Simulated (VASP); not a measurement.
Write the native input for VASP 6.6.1 that does the following.

```
Task                   : single point
Functional             : PBE
Potentials or basis    : VASP PAW PBE potentials, release 64 (Cs_sv, Li_sv)
Cutoff                 : 520 eV
k mesh                 : 4 × 4 × 2
Occupations            : gaussian, width 0.1 eV
Spin                   : no spin polarisation
Dipole correction      : no
Further INCAR settings : ALGO = Normal; EDIFF = 1e-07; NBANDS = 28
```

The structure of CsLi3 lies in POSCAR:

```
CsLi3
1.0
    0.0000000000      5.4391613439      0.0000000000
    0.0000000000      0.0000000000      5.4391613439
   10.8783226878      0.0000000000      0.0000000000
Cs Li
2 6
Direct
    0.0000000000      0.0000000000      0.0000000000
    0.0000000000      0.0000000000      0.5000000000
    0.5000000000      0.5000000000      0.5000000000
    0.5000000000      0.5000000000      0.0000000000
    0.0000000000      0.5000000000      0.2500000000
    0.0000000000      0.5000000000      0.7500000000
    0.5000000000      0.0000000000      0.2500000000
    0.5000000000      0.0000000000      0.7500000000
```

The input as run:

INCAR

```
PREC = Accurate
ENCUT = 520
EDIFF = 1E-7
ISMEAR = 0
SIGMA = 0.1
LREAL = F
LASPH = T
NELM = 100
ALGO = Normal
ISIF = 2
LWAVE = F
LCHARG = F
GGA = PE
NBANDS = 28
```

KPOINTS

```
Automatic mesh
0
Gamma
  4 4 2
```

Potentials or basis: VASP PAW PBE potentials, release 64 (Cs_sv, Li_sv).

Command:

```sh
$ cat potpaw_PBE.64/Cs_sv/POTCAR potpaw_PBE.64/Li_sv/POTCAR > POTCAR
$ mpirun -np 1 vasp_std > vasp.out
```

It gave:

```json
{"Band gap on the k mesh": "zero (band 18 reaches 1.52 eV, above the bottom of band 19 at 0.71 eV)"}
```

Caveat: spin-orbit coupling is left out, which moves the levels of the heavy elements.

It took 2.5 min on 1 thread of AMD EPYC 7R43 64-Core Processor (Zen 3), on a shared host, peak memory 0.33 GiB.
